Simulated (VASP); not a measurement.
A run of VASP 6.6.1 is set up as follows.

The input INCAR:

```
ALGO     = Normal         # electronic algorithm
EDIFF    = 1E-6           # SCF threshold, eV
ENCUT    = 520            # plane-wave cutoff, eV
GGA      = CA             # functional
ISIF     = 2              # what is computed and relaxed
ISMEAR   = 0              # smearing method
LASPH    = T              # aspherical terms in the spheres
LCHARG   = F              # write CHGCAR
LREAL    = F              # projectors in reciprocal space
LWAVE    = F              # write WAVECAR
NBANDS   = 16             # bands
NELM     = 100            # most SCF steps
PREC     = Accurate       # precision mode
SIGMA    = 0.05           # smearing width, eV
```

File KPOINTS:

```
k-points
0
Gamma
  12 12 4
```

Contents of POSCAR:

```
BN
1.0
    2.5796742231      0.0000000000      0.0000000000
   -1.2898371116      2.1549757989      0.0000000000
    0.0000000000      0.0000000000      6.4952714932
B N
2 2
Direct
    0.3399318095      0.6798636189      0.2500000000
    0.6600681905      0.3201363811      0.7500000000
    0.3245308109      0.6490616218      0.7500000000
    0.6754691891      0.3509383782      0.2500000000
```

Potentials or basis: VASP PAW LDA potentials, release 64 (B, N).

Command:

```bash
$ cat potpaw_LDA.64/B/POTCAR potpaw_LDA.64/N/POTCAR > POTCAR
$ mpirun -np 1 vasp_std > vasp.out
```

Question: What does it give for the largest force?

Answer: 0.011 eV/Å.

Question: Predict the pressure.

Answer: -12.0 GPa.

Question: Estimate the band gap on the k mesh.

Answer: 3.86 eV, indirect (least direct gap 4.20 eV).

Stress tensor (GPa, compression positive):
```
-29.64   0.00   0.00
  0.00  -6.10   0.00
  0.00   0.00  -0.28
```

Caveat: the cell differs from its parent crystal (normal strain along x +0.0367, normal strain along z +0.0000). A k mesh can miss the band edges.
